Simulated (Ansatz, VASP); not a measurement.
# One calculation of WSe2, two programs

INCAR

```
SYSTEM = WSe2
  PREC = Accurate
  ENCUT = 520
  EDIFF = 1E-6
  ISMEAR = 0
  SIGMA = 0.05
  LREAL = .False.
  LASPH = .True.
  NELM = 60
  ALGO = Normal
  ISIF = 2
  LWAVE = .False.
  LCHARG = .True.
  GGA = PE
  IVDW = 12
  LELF = .True.
  LVHAR = .True.
  NBANDS = 20
```

KPOINTS

```
regular mesh
0
Gamma
  9 9 4
  0 0 0
```

The input POSCAR:

```
WSe2
1.0
    3.1480727436      0.0000000000      0.0000000000
   -1.5740363718      2.7263109689      0.0000000000
    0.0000000000      0.0000000000      7.6003920249
W Se
1 2
Direct
    0.0000000000      0.0000000000      0.0000000000
    0.3333333333      0.6666666667      0.2524432937
    0.3333333333      0.6666666667      0.7475567063
```

Input for Ansatz:

```yaml
crystal:
  lattice:
    - [3.1480727436, 0.0, 0.0]
    - [-1.5740363718, 2.7263109689, 0.0]
    - [0.0, 0.0, 7.6003920249]
  atoms:
    - { symbol: W, position: [0.0, 0.0, 0.0] }
    - { symbol: Se, position: [0.3333333333, 0.6666666667, 0.2524432937] }
    - { symbol: Se, position: [0.3333333333, 0.6666666667, 0.7475567063] }
basis:
  ecutwfc: 420
kpoints:
  mp_grid: { grid: [9, 9, 4] }
hamiltonian:
  xc: pbe
  pseudopotentials: { kind: paw, azcp: { folder: soft_1 } }
  dispersion: d3bj
scf:
  occupations: { method: gaussian, width: 0.05 }
output:
  forces: true
  stress: true
  eigenvalues: true
  write_density: true
  write_potential: true
  elf: true
  volumetric_format: npy
```

Alike in both runs: task single point; functional PBE; dispersion D3(BJ); k mesh 9 × 9 × 4; occupations gaussian, width 0.05 eV; no spin polarisation.

|  | VASP | Ansatz |
| --- | --- | --- |
| version | VASP 6.6.1 | Ansatz 0.2.0 |
| potentials or method | VASP PAW PBE potentials, release 64 (W_sv, Se), cutoff 520 eV | scalar-relativistic, plane waves, PAW |
| valence electrons in the cell | 26 | 46 |

```csv
,VASP,Ansatz,Ansatz less VASP
gap on the k mesh at the Fermi level (eV),0.69,0.69,-0.001
least direct gap on the mesh (eV),1.12,1.12,-0.001
pressure (GPa),-6.8,-7.0,-0.20
"traceless stress, the component that is largest in VASP (GPa)",-17.43,-17.49,-0.064
rms of the force components (eV/Å),1.143,1.157,+0.0147
```

Atom by atom the forces differ by 0.015 eV/Å (rms over components). VASP's potentials hold 26 valence electrons a cell and Ansatz's 46, so a difference there can come from the potentials and not from the codes.

Spin-orbit coupling is off throughout.
